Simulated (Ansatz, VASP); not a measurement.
KF in VASP and in Ansatz

```
K F
1.0
     3.20663    0.02776    0.02776
     0.02776    3.20663    0.02776
     0.02776    0.02776    3.20663
K F
1 1
Direct
  0.00000 0.00000 0.00000
  0.50000 0.50000 0.50000
```

Change from the starting cell: shear_111 strain +2.6%.

Alike in both runs: task single point; functional HSE06; k mesh 6 × 6 × 6; no spin polarisation.

```csv
,VASP,Ansatz
version,VASP 6.6.1,Ansatz 0.2.0
potentials or method,"VASP PAW PBE potentials, release 64 (K_sv, F)","plane waves, PAW"
plane-wave cutoff (eV),520,420
occupations,"gaussian, width 0.01 eV",fixed
valence electrons in the cell,16,16
```

Ansatz gave:

| Item | Value |
| --- | --- |
| gap on the k mesh at the Fermi level (eV) | 8.71 |
| pressure (GPa) | 0.6 |
| traceless stress, the component that is largest in VASP (GPa) | -0.11 |

**Question.** Estimate VASP's values.

**Answer.** gap on the k mesh at the Fermi level (eV): 8.69; pressure (GPa): 0.7; traceless stress, the component that is largest in VASP (GPa): -0.12.

Ansatz's warnings: stress exchange threshold loose, stress scf threshold loose.
